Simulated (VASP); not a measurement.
A run of VASP 6.6.1 is set up as follows.

Contents of INCAR:

```
SYSTEM = Ru
PREC = Accurate ; ENCUT = 520
EDIFF = 1E-7 ; ISMEAR = -1
SIGMA = 0.05 ; LREAL = .FALSE.
LASPH = .TRUE. ; NELM = 100
ALGO = Normal ; ISIF = 2
LWAVE = .FALSE. ; LCHARG = .FALSE.
GGA = VW ; NBANDS = 21
```

Contents of KPOINTS:

```
Automatic mesh
0
G
  11 11 6
  0 0 0
```

The input POSCAR:

```
Ru
1.0
    2.6876397213      0.0000000000      0.0000000000
   -1.3438198606      2.3275642749      0.0000000000
    0.0000000000      0.0000000000      4.2531615502
Ru
2
Direct
    0.6666666667      0.3333333333      0.7500000000
    0.3333333333      0.6666666667      0.2500000000
```

Potentials or basis: VASP PAW PBE potentials, release 64 (Ru_pv).

Command:

```bash
$ cat potpaw_PBE.64/Ru_pv/POTCAR > POTCAR
$ mpirun -np 1 vasp_std > vasp.out
```

Q: What does it give for the pressure?

A: -6.0 GPa.

Q: What does it give for the band gap on the k mesh?

A: Zero (band 14 reaches 14.46 eV, above the bottom of band 15 at 11.28 eV).

Stress tensor (GPa, compression positive):
```
-5.90  0.00  0.00
 0.00 -5.90  0.00
 0.00  0.00 -6.33
```

Caveat: the PAW data sets were made with another functional, which shifts forces and pressure a little.
